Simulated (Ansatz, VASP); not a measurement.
**One calculation of Rb, two programs**

```
CELL_PARAMETERS angstrom
-2.74119 2.74119 2.69405
2.74119 -2.74119 2.69405
2.36403 2.36403 -2.69405
ATOMIC_POSITIONS crystal
Rb 0.00000 0.00000 0.00000
```

Change from the starting cell: engineering shear strain xy -0.1400, equal normal strain along x and y -0.0525.

Alike in both runs: task single point; functional LDA; k mesh 12 × 12 × 12; occupations gaussian, width 0.15 eV; no spin polarisation.

|  | VASP | Ansatz |
| --- | --- | --- |
| version | VASP 6.6.1 | Ansatz 0.2.0 |
| potentials or method | VASP PAW LDA potentials, release 64 (Rb_sv), cutoff 520 eV | scalar-relativistic, plane waves, PAW |
| valence electrons in the cell | 9 | 9 |

```tsv
	VASP	Ansatz	Ansatz less VASP
gap on the k mesh at the Fermi level (eV)	none	none	-
pressure (GPa)	0.5	0.5	0.00
traceless stress, the component that is largest in VASP (GPa)	0.36	0.36	-0.001
```

LDA's correlation is that of Perdew and Zunger in VASP and of Perdew and Wang (1992) in Ansatz. A gap of «none» marks a metal or a gap that the smearing closes.
